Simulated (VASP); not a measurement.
Set up this calculation in VASP 6.6.1, as the native input.

* Task: single point
* Functional: PBEsol
* Potentials or basis: VASP PAW PBE potentials, release 64 (Mo_sv)
* Cutoff: 500 eV
* k mesh: 18 × 18 × 18
* Occupations: gaussian, width 0.1 eV
* Spin: no spin polarisation
* Dipole correction: no
* Further INCAR settings: ALGO = Normal; EDIFF = 1e-06; NBANDS = 13

The structure of Mo lies in POSCAR:

```
Mo
1.0
    0.0000000000      1.9612599500      1.9612599500
    1.9612599500      0.0000000000      1.9612599500
    1.9612599500      1.9612599500      0.0000000000
Mo
1
Direct
    0.0000000000      0.0000000000      0.0000000000
```

This cell differs from its parent crystal: strained.

The input as run:

INCAR

```
PREC = Accurate ; ENCUT = 500
EDIFF = 1E-6 ; ISMEAR = 0
SIGMA = 0.1 ; LREAL = False
LASPH = True ; NELM = 120
ALGO = Normal ; ISIF = 2
LWAVE = False ; LCHARG = True
GGA = PS ; LELF = True
LVHAR = True ; NBANDS = 13
GGA_COMPAT = False
```

KPOINTS

```
regular mesh
0
Gamma
  18 18 18
```

Potentials or basis: VASP PAW PBE potentials, release 64 (Mo_sv).

Launch:

```bash
$ cat potpaw_PBE.64/Mo_sv/POTCAR > POTCAR
$ mpirun -np 1 vasp_std > vasp.out
```

It gave:

```
Pressure               : 8.6 GPa
Band gap on the k mesh : zero (band 7 reaches 16.94 eV, above the bottom of band 8 at 11.79 eV)
```

Caveat: the cell differs from its parent crystal (strained); the PAW data sets were made with another functional, which shifts forces and pressure a little.

Wall time 10 s on 1 thread of Intel(R) Xeon(R) 6975P-C (Granite Rapids), on a shared host, peak memory 0.15 GiB.
